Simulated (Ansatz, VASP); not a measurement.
One calculation of Fe, two programs

```
Fe
1.0
    -1.43332    1.43332    1.43332
     1.43332   -1.43332    1.43332
     1.43332    1.43332   -1.43332
Fe
1
Direct
  0.00000 0.00000 0.00000
```

Alike in both runs: task single point; functional b88 exchange, pbe correlation; k mesh 13 × 13 × 13; occupations fermi-dirac, width 0.05 eV; collinear spin.

|  | VASP | Ansatz |
| --- | --- | --- |
| version | VASP 6.6.1 | Ansatz 0.2.0 |
| potentials or method | VASP PAW PBE potentials, release 64 (Fe) | Ansatz PAW |
| plane-wave cutoff (eV) | 600 | 420 |
| valence electrons in the cell | 8 | 16 |

VASP gave:

```
gap on the k mesh at the Fermi level (eV)                     : none
pressure (GPa)                                                : -7.7
net moment per atom (μB)                                      : 2.20
size of the moment on the site where the two differ most (μB) : 2.21
```

Task: What did Ansatz give for the same quantities?

Result: gap on the k mesh at the Fermi level (eV): none; pressure (GPa): -7.5; net moment per atom (μB): 2.18; size of the moment on the site where the two differ most (μB): 2.23.

VASP's potentials were made for PBE, not for b88 exchange, pbe correlation. Site moments also hang on the region over which each program counts them. A gap of «none» marks a metal or a gap that the smearing closes. VASP's potentials hold 8 valence electrons a cell and Ansatz's 16, so a difference there can come from the potentials and not from the codes.
